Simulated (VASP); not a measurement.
Set up this calculation in VASP 6.6.1, as the native input.

```yaml
Task: single point
Functional: r2SCAN
Potentials_or_basis: VASP PAW PBE potentials, release 64 (W_sv)
Cutoff: 520 eV
k_mesh: 20 × 20 × 20
Occupations: gaussian, width 0.15 eV
Spin: no spin polarisation
Dipole_correction: no
Further_INCAR_settings: ALGO = Normal; EDIFF = 1e-06; NBANDS = 13
```

The system is W.

```
CELL_PARAMETERS angstrom
0.00000 2.03000 2.00970
2.03000 0.00000 2.00970
2.03000 2.03000 0.00000
ATOMIC_POSITIONS crystal
W 0.00000 0.00000 0.00000
```

This cell differs from its parent crystal: strain -0.0100 x Voigt [0, 0, 1, 0, 0, 0].

These files were run (other wordings do the same):

POSCAR

```
W
1.0
    0.0000000000      2.0300000000      2.0097000000
    2.0300000000      0.0000000000      2.0097000000
    2.0300000000      2.0300000000      0.0000000000
W
1
Direct
    0.0000000000      0.0000000000      0.0000000000
```

INCAR.step1

```
PREC = Accurate
ENCUT = 520
ISMEAR = 0
SIGMA = 0.15
LREAL = F
LASPH = T
NELM = 100
NBANDS = 13
GGA = PE
ALGO = Normal
EDIFF = 1E-4
LWAVE = T
LCHARG = F
```

INCAR.step2

```
PREC = Accurate
ENCUT = 520
EDIFF = 1E-6
ISMEAR = 0
SIGMA = 0.15
LREAL = F
LASPH = T
NELM = 100
ALGO = Normal
ISIF = 2
LWAVE = F
LCHARG = F
METAGGA = R2SCAN
LMIXTAU = T
NBANDS = 13
ISTART = 1
```

KPOINTS

```
regular mesh
0
Gamma
  20 20 20
```

Potentials or basis: VASP PAW PBE potentials, release 64 (W_sv).

Launch:

```bash
$ cat potpaw_PBE.64/W_sv/POTCAR > POTCAR
$ cp INCAR.step1 INCAR
$ mpirun -np 1 vasp_std > vasp.out
$ cp INCAR.step2 INCAR
$ mpirun -np 1 vasp_std > vasp.out
```

It gave:

```
Pressure               : -5.1 GPa
Band gap on the k mesh : zero (band 7 reaches 13.31 eV, above the bottom of band 8 at 9.68 eV)
```

Caveat: the cell differs from its parent crystal (strain -0.0100 x Voigt [0, 0, 1, 0, 0, 0]); the PAW data sets were made with another functional, which shifts forces and pressure a little; spin-orbit coupling is left out, which moves the levels of the heavy elements.

Run time: 2.2 min on 1 thread of Intel(R) Xeon(R) 6975P-C (Granite Rapids), on a shared host, peak memory 0.25 GiB.
